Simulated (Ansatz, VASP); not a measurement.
## Two plane-wave programs on Cr

```xyz
1
Lattice="-1.4071 1.4071 1.4071 1.4071 -1.4071 1.4071 1.4071 1.4071 -1.4071" Properties=species:S:1:pos:R:3 pbc="T T T"
Cr    0.0000    0.0000    0.0000
```

Alike in both runs: functional PBEsol; k mesh 20 × 20 × 20; occupations gaussian, width 0.1 eV; no spin polarisation.

Ansatz relaxed the structure, and its values are those at the end. VASP's run is a single point on that final structure, the one shown.

|  | VASP | Ansatz |
| --- | --- | --- |
| version | VASP 6.6.1 | Ansatz 0.2.0 |
| potentials or method | VASP PAW PBE potentials, release 64 (Cr_pv), cutoff 500 eV | scalar-relativistic, plane waves, PAW |
| valence electrons in the cell | 12 | 14 |

```tsv
	VASP	Ansatz	Ansatz less VASP
gap on the k mesh at the Fermi level (eV)	none	none	-
pressure (GPa)	-0.7	0.0	+0.69
```

VASP's potentials were made for PBE, not for PBEsol. A gap of «none» marks a metal or a gap that the smearing closes. VASP's potentials hold 12 valence electrons a cell and Ansatz's 14, so a difference there can come from the potentials and not from the codes.
